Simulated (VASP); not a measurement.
# VSi2 (d3) (P6_222) in VASP: notebook

VSi2 (d3) is run at these levels: PBE+D3(BJ); tasks: single point, relaxation of cell and atoms.

Program: VASP 6.6.1. These are calculated values, not measurements. Logs are shortened: lines on timing, memory, paths and dates and some standing lists are left out, and cuts for length are marked.

### Step 1. The cell of the first run

It takes space group P6_222 (No. 180, hexagonal). Conventional cell: a = 4.497 Å, b = 4.497 Å, c = 6.296 Å, α = 90.00°, β = 90.00°, γ = 120.00°. V (site symmetry 222) has 10 Si at 2.48 to 2.62 Å and 4 V at 3.08 Å within 3.3 Å. Si (site symmetry 2) has 9 Si at 2.45 to 3.11 Å and 5 V at 2.48 to 2.62 Å within 3.2 Å.

### Step 2. Single point, PBE+D3(BJ)

The input, INCAR:

```
ALGO = Normal
EDIFF = 1E-6
ENCUT = 520
GGA = PE
ISIF = 2
ISMEAR = 0
IVDW = 12
LASPH = T
LCHARG = T
LELF = T
LREAL = F
LVHAR = T
LWAVE = F
NBANDS = 42
NELM = 100
PREC = Accurate
SIGMA = 0.1
```

The input, KPOINTS:

```
k-points
0
Gamma
  9 9 6
```

The input, POSCAR:

```
VSi2
1.0
    4.4974741542      0.0000000000      0.0000000000
   -2.2487370771      3.8949268704      0.0000000000
    0.0000000000      0.0000000000      6.2958102595
V Si
3 6
Direct
    0.0000000000      0.5000000000      0.1666666667
    0.5000000000      0.5000000000      0.8333333333
    0.5000000000      0.0000000000      0.5000000000
    0.8369008063      0.6738016126      0.5000000000
    0.1630991937      0.8369008063      0.8333333333
    0.6738016126      0.8369008063      0.1666666667
    0.1630991937      0.3261983874      0.5000000000
    0.8369008063      0.1630991937      0.8333333333
    0.3261983874      0.1630991937      0.1666666667
```

Potentials or basis: VASP PAW PBE potentials, release 64 (V_sv, Si).

The run is started by

```sh
$ cat potpaw_PBE.64/V_sv/POTCAR potpaw_PBE.64/Si/POTCAR > POTCAR
$ mpirun -np 1 vasp_std > vasp.out
```

OUTCAR:

```text
EDIFF = 1E-6
   ENCUT = 520
   GGA = PE
   ISIF = 2
   ISMEAR = 0
   IVDW = 12
   LASPH = T
   LREAL = F
   NELM = 100
   PREC = Accurate
 IVDW          = 12

 ion  position               nearest neighbor table
   1  0.000  0.500  0.167-   4 2.48   7 2.48   5 2.48   8 2.48   9 2.58   6 2.58   9 2.58   6 2.58
                             6 2.62   9 2.62
   2  0.500  0.500  0.833-   4 2.48   7 2.48   6 2.48   9 2.48   8 2.58   5 2.58   5 2.58   8 2.58
                             8 2.62   5 2.62
   3  0.500  0.000  0.500-   5 2.48   6 2.48   8 2.48   9 2.48   7 2.58   7 2.58   4 2.58   4 2.58
                             7 2.62   4 2.62
   4  0.837  0.674  0.500-   5 2.45   6 2.45   1 2.48   2 2.48   7 2.54   3 2.58   3 2.58   3 2.62
                             7 2.62   7 2.62   8 3.04   9 3.04   8 3.11   9 3.11
   5  0.163  0.837  0.833-   4 2.45   9 2.45   3 2.48   1 2.48   8 2.54   2 2.58   2 2.58   2 2.62
                             8 2.62   8 2.62   7 3.04   6 3.04   7 3.11   6 3.11
   6  0.674  0.837  0.167-   4 2.45   8 2.45   3 2.48   2 2.48   9 2.54   1 2.58   1 2.58   1 2.62
                             9 2.62   9 2.62   7 3.04   5 3.04   7 3.11   5 3.11
   7  0.163  0.326  0.500-   8 2.45   9 2.45   1 2.48   2 2.48   4 2.54   3 2.58   3 2.58   3 2.62
                             4 2.62   4 2.62   5 3.04   6 3.04   6 3.11   5 3.11
   8  0.837  0.163  0.833-   7 2.45   6 2.45   3 2.48   1 2.48   5 2.54   2 2.58   2 2.58   2 2.62
                             5 2.62   5 2.62   4 3.04   9 3.04   4 3.11   9 3.11
   9  0.326  0.163  0.167-   7 2.45   5 2.45   3 2.48   2 2.48   6 2.54   1 2.58   1 2.58   1 2.62
                             6 2.62   6 2.62   4 3.04   8 3.04   4 3.11   8 3.11

  LATTYP: Found a hexagonal cell.
 ALAT       =     4.4974741542
 C/A-ratio  =     1.3998546837

  Lattice vectors:

 A1 = (   4.4974741542,   0.0000000000,   0.0000000000)
 A2 = (  -2.2487370771,   3.8949268704,   0.0000000000)
 A3 = (   0.0000000000,   0.0000000000,   6.2958102595)

Analysis of symmetry for initial positions (statically):
=====================================================================
 Subroutine PRICEL returns:
 Original cell was already a primitive cell.

 Routine SETGRP: Setting up the symmetry group for a
 hexagonal supercell.

 Subroutine GETGRP returns: Found 12 space group operations
 (whereof  4 operations were pure point group operations)
 out of a pool of 24 trial point group operations.

The static configuration has the point symmetry D_2 .
 The point group associated with its full space group is D_6 .

Analysis of symmetry for dynamics (positions and initial velocities):
=====================================================================
[... 137 lines left out ...]
   NUPDOWN=      -1.0000    fix difference up-down
   EMIN   =  10.00;   EMAX   =-10.00  energy-range for DOS
   EFERMI =   0.00;   METHOD = LEGACY
   ISMEAR =     0;   SIGMA  =   0.10  broadening in eV -4-tet -1-fermi 0-gaus
   EFERMI_NEDOS =   21; number of points for ismear=-14 and -15
   IALGO  =     38    algorithm
   IMIX   =      4    mixing-type and parameters
     AMIX     =   0.40;   BMIX     =  1.00
     AMIX_MAG =   1.60;   BMIX_MAG =  1.00
  volume/ion in A,a.u.               =      12.25        82.69
  Fermi-wavevector in a.u.,A,eV,Ry     =   1.358361  2.566930 25.104709  1.845144
  Thomas-Fermi vector in A             =   2.485201
   LORBIT       =      0    0 simple, 1 ext, 2 COOP (PROOUT), +10 PAW based schemes
   GGA     = PE    functional components
   LHFCALC =     F    Hartree Fock is set to
   AEXX    =    0.0000 exact exchange contribution
   IVDW    =    12    specifies the selected vdW correction
   LEPSILON=     F    determine dielectric tensor
   LRPA    =     F    only Hartree local field effects (RPA)
 non-spin polarized calculation
 Gauss-broadening in eV      SIGMA  =   0.10
  energy-cutoff  :      520.00
  volume of cell :      110.29
 maximum number of plane-waves:      3005
 NGX is ok and might be reduce to    36
   NGX = 17   NGY = 17   NGZ = 23

 number of electron      63.0000014 magnetization

 Free energy of the ion-electron system (eV)
  ---------------------------------------------------
  ext. energy  EPLUGINS =         0.00000000
  ---------------------------------------------------
  free energy    TOTEN  =       -63.78021491 eV

  energy without entropy =      -63.74597796  energy(sigma->0) =      -63.76309643

 E-fermi :  11.7948     XC(G=0): -12.3781

 val. band max:       11.7858535888   @ k =   0.4444   0.1111   0.3333
 cond. band min:      11.7969402760   @ k =   0.3333   0.3333   0.3333
 fundamental gap:      0.0110866872
 Fermi energy:        11.7947553849

 k-point     1 :       0.0000    0.0000    0.0000
  band No.  band energies     occupation
      1     -52.0917      2.00000
      2     -52.0734      2.00000
      3     -52.0734      2.00000
      4     -26.0786      2.00000
      5     -26.0786      2.00000
      6     -26.0503      2.00000
[... 1069 lines left out ...]
     41      15.2070      0.00000
     42      15.6881      0.00000

 [... further k-points ...]

------------------------ aborting loop because EDIFF is reached ----------------------------------------

 Edisp (eV)   -5.25113

 E8    (eV) :    -2.2686

  FORCE on cell =-STRESS in cart. coord.  units (eV):
  Direction    XX          YY          ZZ          XY          YZ          ZX
  --------------------------------------------------------------------------------------
  -------------------------------------------------------------------------------------
  Total      -0.03066    -0.03066    -0.02190     0.00000     0.00000    -0.00000
  in kB      -0.44541    -0.44541    -0.31818     0.00000     0.00000    -0.00000
  external pressure =       -0.40 kB  Pullay stress =        0.00 kB

 VOLUME and BASIS-vectors are now :
 -----------------------------------------------------------------------------
  energy-cutoff  :      520.00
  volume of cell :      110.29
      direct lattice vectors                 reciprocal lattice vectors
     4.497474154  0.000000000  0.000000000     0.222347025  0.128372115  0.000000000
    -2.248737077  3.894926870  0.000000000     0.000000000  0.256744230  0.000000000
     0.000000000  0.000000000  6.295810259     0.000000000  0.000000000  0.158835791

 POSITION                                       TOTAL-FORCE (eV/Angst)
 -----------------------------------------------------------------------------------
     -1.12437      1.94746      1.04930         0.000000      0.000000     -0.000000
      1.12437      1.94746      5.24651         0.000000      0.000000      0.000000
      2.24874      0.00000      3.14791         0.000000      0.000000      0.000000
      2.24874      2.62441      3.14791         0.000000      0.001902     -0.000000
     -1.14844      3.25967      5.24651        -0.001647      0.000951      0.000000
      1.14844      3.25967      1.04930         0.001647      0.000951      0.000000
      0.00000      1.27052      3.14791         0.000000     -0.001902      0.000000
      3.39717      0.63526      5.24651         0.001647     -0.000951      0.000000
      1.10030      0.63526      1.04930        -0.001647     -0.000951      0.000000
 -----------------------------------------------------------------------------------
    total drift:                               -0.000000      0.000000      0.000001

  FREE ENERGIE OF THE ION-ELECTRON SYSTEM (eV)
  ---------------------------------------------------
  free  energy   TOTEN  =       -69.0313418241 eV

  energy  without entropy=      -68.9971048757  energy(sigma->0) =      -69.01422335
```

OSZICAR:

```text
N       E                     dE             d eps       ncg     rms          rms(c)
DAV:   1     0.696478623756E+03    0.69648E+03   -0.33089E+04  4352   0.150E+03
DAV:   2    -0.187026622246E+02   -0.71518E+03   -0.69167E+03  4054   0.461E+02
DAV:   3    -0.696235571210E+02   -0.50921E+02   -0.48869E+02  5270   0.114E+02
DAV:   4    -0.709265683565E+02   -0.13030E+01   -0.12904E+01  5032   0.178E+01
DAV:   5    -0.709509334926E+02   -0.24365E-01   -0.24310E-01  5048   0.273E+00    0.435E+01
DAV:   6    -0.690185553328E+02    0.19324E+01   -0.11301E+02  5386   0.609E+01    0.209E+01
DAV:   7    -0.647045078817E+02    0.43140E+01   -0.62787E+01  5276   0.499E+01    0.169E+01
DAV:   8    -0.637698738184E+02    0.93463E+00   -0.54192E+00  5010   0.146E+01    0.131E+00
DAV:   9    -0.637815571410E+02   -0.11683E-01   -0.15680E-01  5218   0.184E+00    0.935E-01
DAV:  10    -0.637803552961E+02    0.12018E-02   -0.36673E-03  4940   0.316E-01    0.396E-01
DAV:  11    -0.637802657059E+02    0.89590E-04   -0.36293E-04  5640   0.108E-01    0.589E-02
DAV:  12    -0.637802217663E+02    0.43940E-04   -0.30257E-04  5574   0.967E-02    0.396E-02
DAV:  13    -0.637802159023E+02    0.58640E-05   -0.16078E-05  4576   0.249E-02    0.652E-03
DAV:  14    -0.637802149063E+02    0.99602E-06   -0.99442E-07  3336   0.509E-03
   1 F= -.69031342E+02 E0= -.69014223E+02  d E =-.342369E-01
```

stdout:

```text
POSCAR found type information on POSCAR V Si
 POSCAR found :  2 types and       9 ions
 scaLAPACK will be used
 LDA part: xc-table for (Slater+PW92), standard interpolation
 POSCAR, INCAR and KPOINTS ok, starting setup
 FFT: planning ... GRIDC
 FFT: planning ... GRID_SOFT
 FFT: planning ... GRID
 WAVECAR not read
 entering main loop
```

It took 3.1 min on 1 thread of Intel Xeon Platinum 8488C (Sapphire Rapids), shared host; peak memory 0.33 GiB.

What came out:

| Item | Value |
| --- | --- |
| Free energy | -69.0313 eV |
| Pressure | 0.0 GPa |
| Dispersion energy per atom | -0.583 eV |

Levels at points of the mesh, in eV from the Fermi level:
```
           k point  band 28  band 29  band 30  band 31  band 32  band 33  band 34  band 35  band 36  band 37
(0.00, 0.00, 0.00)    -2.19    -2.19    -1.89    -1.89    -1.76     0.35     2.21     2.56     2.56     2.61
(0.00, 0.00, 0.50)    -2.01    -1.93    -1.93    -1.68     0.55     0.55     2.21     2.59     2.63     2.69
```

Caveat: pairwise dispersion overbinds metals, which lowers pressure and volume.

### Step 3. Relaxation of cell and atoms, PBE+D3(BJ)

This run uses another cell than the first one, of 12.50 Å³/atom, 1.020 times its volume.

The input, INCAR:

```
SYSTEM = VSi2
PREC = Accurate ; ENCUT = 600
EDIFF = 1E-6 ; ISMEAR = 0
SIGMA = 0.1 ; LREAL = .False.
LASPH = .True. ; NELM = 100
ALGO = Normal ; ISIF = 3
LWAVE = .False. ; LCHARG = .False.
GGA = PE ; IVDW = 12
IBRION = 2 ; NSW = 100
EDIFFG = -0.002
```

The input, KPOINTS:

```
regular mesh
0
Gamma
  9 9 6
  0 0 0
```

The input, POSCAR:

```
VSi2
1.0
    4.5347995800      0.0000000000      0.0000000000
   -2.2673997900      3.9272516400      0.0000000000
    0.0000000000      0.0000000000      6.3189006300
V Si
3 6
Direct
    0.0000000000      0.5000000000      0.1666666700
    0.5000000000      0.5000000000      0.8333333300
    0.5000000000      0.0000000000      0.5000000000
    0.8375067800      0.6750135500      0.5000000000
    0.1624932300      0.8375067800      0.8333333300
    0.6750135500      0.8375067800      0.1666666700
    0.1624932200      0.3249864500      0.5000000000
    0.8375067800      0.1624932200      0.8333333300
    0.3249864500      0.1624932300      0.1666666700
```

Potentials or basis: VASP PAW PBE potentials, release 64 (V_sv, Si).

The run is started by

```sh
$ cat potpaw_PBE.64/V_sv/POTCAR potpaw_PBE.64/Si/POTCAR > POTCAR
$ mpirun -np 1 vasp_std > vasp.out
```

OUTCAR:

```text
SYSTEM = VSi2
   PREC = Accurate
   ENCUT = 600
   EDIFF = 1E-6
   ISMEAR = 0
   LREAL = .False.
   LASPH = .True.
   NELM = 100
   ISIF = 3
   GGA = PE
   IVDW = 12
   IBRION = 2
   NSW = 100
   EDIFFG = -0.002
 IVDW          = 12

 ion  position               nearest neighbor table
   1  0.000  0.500  0.167-   4 2.49   7 2.49   5 2.49   8 2.49   9 2.60   6 2.60   6 2.60   9 2.60
                             6 2.65   9 2.65
   2  0.500  0.500  0.833-   4 2.49   7 2.49   9 2.49   6 2.49   8 2.60   5 2.60   8 2.60   5 2.60
                             5 2.65   8 2.65
   3  0.500  0.000  0.500-   5 2.49   6 2.49   9 2.49   8 2.49   7 2.60   4 2.60   7 2.60   4 2.60
                             7 2.65   4 2.65
   4  0.838  0.675  0.500-   5 2.46   6 2.46   1 2.49   2 2.49   7 2.55   3 2.60   3 2.60   3 2.65
                             7 2.65   7 2.65   8 3.05   9 3.05   9 3.14   8 3.14
   5  0.162  0.838  0.833-   4 2.46   9 2.46   3 2.49   1 2.49   8 2.55   2 2.60   2 2.60   2 2.65
                             8 2.65   8 2.65   7 3.05   6 3.05   7 3.14   6 3.14
   6  0.675  0.838  0.167-   4 2.46   8 2.46   3 2.49   2 2.49   9 2.55   1 2.60   1 2.60   1 2.65
                             9 2.65   9 2.65   7 3.05   5 3.05   7 3.14   5 3.14
   7  0.162  0.325  0.500-   8 2.46   9 2.46   1 2.49   2 2.49   4 2.55   3 2.60   3 2.60   3 2.65
                             4 2.65   4 2.65   6 3.05   5 3.05   5 3.14   6 3.14
   8  0.838  0.162  0.833-   7 2.46   6 2.46   3 2.49   1 2.49   5 2.55   2 2.60   2 2.60   2 2.65
                             5 2.65   5 2.65   4 3.05   9 3.05   4 3.14   9 3.14
   9  0.325  0.162  0.167-   7 2.46   5 2.46   3 2.49   2 2.49   6 2.55   1 2.60   1 2.60   1 2.65
                             6 2.65   6 2.65   4 3.05   8 3.05   4 3.14   8 3.14

  LATTYP: Found a hexagonal cell.
 ALAT       =     4.5347995800
 C/A-ratio  =     1.3934244543

  Lattice vectors:

 A1 = (   4.5347995800,   0.0000000000,   0.0000000000)
 A2 = (  -2.2673997900,   3.9272516400,   0.0000000000)
 A3 = (   0.0000000000,   0.0000000000,   6.3189006300)

Analysis of symmetry for initial positions (statically):
=====================================================================
 Subroutine PRICEL returns:
 Original cell was already a primitive cell.

 Routine SETGRP: Setting up the symmetry group for a
 hexagonal supercell.

 Subroutine GETGRP returns: Found 12 space group operations
 (whereof  4 operations were pure point group operations)
 out of a pool of 24 trial point group operations.

The static configuration has the point symmetry D_2 .
 The point group associated with its full space group is D_6 .
[... 138 lines left out ...]
   PSTRESS=    0.0 pullay stress
   NELECT =      63.0000    total number of electrons
   NUPDOWN=      -1.0000    fix difference up-down
   EMIN   =  10.00;   EMAX   =-10.00  energy-range for DOS
   EFERMI =   0.00;   METHOD = LEGACY
   ISMEAR =     0;   SIGMA  =   0.10  broadening in eV -4-tet -1-fermi 0-gaus
   EFERMI_NEDOS =   21; number of points for ismear=-14 and -15
   IALGO  =     38    algorithm
   IMIX   =      4    mixing-type and parameters
     AMIX     =   0.40;   BMIX     =  1.00
     AMIX_MAG =   1.60;   BMIX_MAG =  1.00
  volume/ion in A,a.u.               =      12.50        84.38
  Fermi-wavevector in a.u.,A,eV,Ry     =   1.349249  2.549712 24.769051  1.820474
  Thomas-Fermi vector in A             =   2.476852
   LORBIT       =      0    0 simple, 1 ext, 2 COOP (PROOUT), +10 PAW based schemes
   GGA     = PE    functional components
   LHFCALC =     F    Hartree Fock is set to
   AEXX    =    0.0000 exact exchange contribution
   IVDW    =    12    specifies the selected vdW correction
   LEPSILON=     F    determine dielectric tensor
   LRPA    =     F    only Hartree local field effects (RPA)
 conjugate gradient relaxation of ions
 non-spin polarized calculation
 Gauss-broadening in eV      SIGMA  =   0.10
  energy-cutoff  :      600.00
  volume of cell :      112.54
 maximum number of plane-waves:      3792
   NGX = 19   NGY = 19   NGZ = 25

--------------------------------------- Ionic step        1  -------------------------------------------

 number of electron      63.0000017 magnetization

 Free energy of the ion-electron system (eV)
  ---------------------------------------------------
  ext. energy  EPLUGINS =         0.00000000
  ---------------------------------------------------
  free energy    TOTEN  =       -63.86163180 eV

  energy without entropy =      -63.82784641  energy(sigma->0) =      -63.84473911

------------------------ aborting loop because EDIFF is reached ----------------------------------------

 Edisp (eV)   -5.14246

 E8    (eV) :    -2.2211
[... 320 lines left out ...]
--------------------------------------- Ionic step        8  -------------------------------------------

 number of electron      63.0000009 magnetization

 Free energy of the ion-electron system (eV)
  ---------------------------------------------------
  ext. energy  EPLUGINS =         0.00000000
  ---------------------------------------------------
  free energy    TOTEN  =       -63.77942695 eV

  energy without entropy =      -63.74523022  energy(sigma->0) =      -63.76232859

 E-fermi :  11.7992     XC(G=0): -12.3796

 val. band max:       11.7901416156   @ k =   0.4444   0.1111   0.3333
 cond. band min:      11.8013443583   @ k =   0.3333   0.3333   0.3333
 fundamental gap:      0.0112027426
 Fermi energy:        11.7992483434

 k-point     1 :       0.0000    0.0000    0.0000
  band No.  band energies     occupation
      1     -52.0865      2.00000
      2     -52.0681      2.00000
      3     -52.0681      2.00000
      4     -26.0738      2.00000
      5     -26.0738      2.00000
      6     -26.0453      2.00000
[... 949 lines left out ...]
     36      13.7116      0.00000
     37      14.0496      0.00000

 [... further k-points ...]

------------------------ aborting loop because EDIFF is reached ----------------------------------------

 Edisp (eV)   -5.25298

 E8    (eV) :    -2.2694
[... 32 lines left out ...]
  FREE ENERGIE OF THE ION-ELECTRON SYSTEM (eV)
  ---------------------------------------------------
  free  energy   TOTEN  =       -69.0324088364 eV

  energy  without entropy=      -68.9982121044  energy(sigma->0) =      -69.01531047

 reached required accuracy - stopping structural energy minimisation
```

OSZICAR:

```text
N       E                     dE             d eps       ncg     rms          rms(c)
DAV:   1     0.769098907947E+03    0.76910E+03   -0.36184E+04  3840   0.189E+03
DAV:   2    -0.284301161830E+00   -0.76938E+03   -0.75482E+03  3560   0.540E+02
DAV:   3    -0.687935381272E+02   -0.68509E+02   -0.66133E+02  4689   0.138E+02
DAV:   4    -0.711367426599E+02   -0.23432E+01   -0.23152E+01  4448   0.252E+01
[... 55 lines left out ...]
DAV:   3    -0.637794499186E+02    0.10740E-04   -0.24289E-05  4358   0.345E-02    0.573E-03
DAV:   4    -0.637794499230E+02   -0.44156E-08   -0.26744E-06  3067   0.125E-02
   7 F= -.69032408E+02 E0= -.69015314E+02  d E =-.887982E-04
       N       E                     dE             d eps       ncg     rms          rms(c)
DAV:   1    -0.637794271950E+02    0.22724E-04   -0.35687E-05  3951   0.437E-02    0.560E-03
DAV:   2    -0.637794269542E+02    0.24081E-06   -0.14067E-06  2563   0.982E-03
   8 F= -.69032409E+02 E0= -.69015310E+02  d E =-.900149E-04
```

Wall time 11 min (1 thread of Intel Xeon Platinum 8488C (Sapphire Rapids), shared host); peak memory 0.37 GiB.

Results:

| Item | Value |
| --- | --- |
| Free energy | -69.0324 eV |
| Relaxed volume | 12.25 Å³/atom |
| Relaxed cell | a = 4.497 Å, b = 4.497 Å, c = 6.295 Å, α = 90.00°, β = 90.00°, γ = 120.00° |
| Space group after relaxing (to 0.05 Å) | P6_222 (No. 180) |
| Energy gained by relaxing | 3.1 meV/atom |
| Ionic steps | 8 |
| Pressure after relaxing | 0.0 GPa |
| Dispersion energy per atom | -0.584 eV |

Step by step:
| step | energy change (eV) | largest force (eV/Å) | pressure (GPa) | volume (Å³) |
| --- | --- | --- | --- | --- |
| 1 | 0.0000 | 0.0529 | -3.64 | 112.54 |
| 2 | 0.0021 | 0.0503 | 4.28 | 107.97 |
| 3 | -0.0271 | 0.0521 | 0.10 | 110.26 |
| 4 | -0.0282 | 0.0186 | 0.01 | 110.25 |
| 5 | -0.0282 | 0.0190 | 0.01 | 110.25 |
| 6 | -0.0282 | 0.0197 | 0.00 | 110.25 |
| 7 | -0.0283 | 0.0034 | 0.04 | 110.25 |
| 8 | -0.0283 | 0.0017 | 0.02 | 110.25 |

Final structure:
```
V Si
1.0
     4.49694    0.00000    0.00000
    -2.24847    3.89447    0.00000
     0.00000    0.00000    6.29515
V Si
3 6
Direct
  0.00000 0.50000 0.16667
  0.50000 0.50000 0.83333
  0.50000 0.00000 0.50000
  0.83693 0.67385 0.50000
  0.16307 0.83693 0.83333
  0.67385 0.83693 0.16667
  0.16307 0.32615 0.50000
  0.83693 0.16307 0.83333
  0.32615 0.16307 0.16667
```

Caveat: pairwise dispersion overbinds metals, which lowers pressure and volume.

(Part 1 of 2 ends here.)
